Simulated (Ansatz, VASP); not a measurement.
## V4O in VASP and in Ansatz

```
V O
1.0
     2.99718    0.00000    0.00000
     0.00000    2.99718    0.00000
     0.00000    0.00000   21.33338
V O
4 1
Direct
  0.50000 0.50000 0.18750
  0.00000 0.00000 0.25775
  0.50000 0.50000 0.32672
  0.00000 0.00000 0.39063
  0.12500 0.12500 0.54297
```

Alike in both runs: task single point; functional PBE; k mesh 9 × 9 × 1; occupations gaussian, width 0.1 eV; no spin polarisation.

```csv
,VASP,Ansatz
version,VASP 6.6.1,Ansatz 0.2.0
potentials or method,"VASP PAW PBE potentials, release 64 (V_sv, O), cutoff 520 eV","scalar-relativistic, plane waves, PAW"
valence electrons in the cell,58,58
```

Ansatz gave:

- gap on the k mesh at the Fermi level (eV): none
- rms of the force components (eV/Å): 0.533
- work function, face that differs most (eV): 9.46

What did VASP give for the same quantities?

gap on the k mesh at the Fermi level (eV): none; rms of the force components (eV/Å): 0.535; work function, face that differs most (eV): 9.46.

Atom by atom the forces differ by 0.007 eV/Å (rms over components). A gap of «none» marks a metal or a gap that the smearing closes. Ansatz's warnings: vacuum density over bound.
